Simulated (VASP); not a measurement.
# CdS (sol): single point with PBEsol

CdS (sol):

```
Cd S
1.0
     4.12464    0.00000    0.00000
    -2.06232    3.57204    0.00000
     0.00000    0.00000    6.70971
Cd S
2 2
Direct
  0.66667 0.33333 0.50020
  0.33333 0.66667 0.00020
  0.66667 0.33333 0.87680
  0.33333 0.66667 0.37680
```

```
Program                : VASP 6.6.1
Task                   : single point
Functional             : PBEsol
Potentials or basis    : VASP PAW PBE potentials, release 64 (Cd, S)
Cutoff                 : 520 eV
k mesh                 : 9 × 9 × 4
Occupations            : gaussian, width 0.02 eV
Spin                   : no spin polarisation
Dipole correction      : no
Further INCAR settings : ALGO = Normal; EDIFF = 1e-06; NBANDS = 26
```

```json
{
  "Pressure": "0.4 GPa",
  "Band gap on the k mesh": "1.10 eV, direct"
}
```

Levels at points of the mesh, in eV from the valence-band top:
```csv
k point,band 16,band 17,band 18,band 19,band 20,band 21
"(0.00, 0.00, 0.00)",-0.05,0.00,0.00,1.10,2.68,6.38
"(0.00, 0.00, 0.50)",-0.40,-0.40,-0.40,2.76,2.76,6.07
```

Run time: 60 s on 1 thread of Intel(R) Xeon(R) Platinum 8559C (Emerald Rapids), on a shared host, peak memory 0.25 GiB.

Caveat: the PAW data sets were made with another functional, which shifts forces and pressure a little.
